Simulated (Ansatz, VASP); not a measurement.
## Two plane-wave programs on Li2BrCl

```xyz
4
Lattice="1.8761 1.0831 6.1164 -1.8761 1.0831 6.1164 0.0000 -2.1663 6.1164" Properties=species:S:1:pos:R:3 pbc="T T T"
Cl    1.8761    1.0831    6.1164
Br    0.0000    0.0000    9.1746
Li    0.0000    0.0000    4.6673
Li    0.0000    0.0000   13.6819
```

Alike in both runs: task single point; functional PBE; k mesh 6 × 6 × 6; no spin polarisation.

|  | VASP | Ansatz |
| --- | --- | --- |
| version | VASP 6.6.1 | Ansatz 0.2.0 |
| potentials or method | VASP PAW PBE potentials, release 64 (Cl, Br, Li_sv) | plane waves, PAW |
| plane-wave cutoff (eV) | 520 | 420 |
| occupations | gaussian, width 0.01 eV | fixed |
| valence electrons in the cell | 20 | 20 |

|  | VASP | Ansatz | Ansatz less VASP |
| --- | --- | --- | --- |
| gap on the k mesh at the Fermi level (eV) | 5.10 | 5.08 | -0.012 |

Noted on VASP's run: the cutoff is under 1.25 times that of the potentials, so the pressure is a little rough.
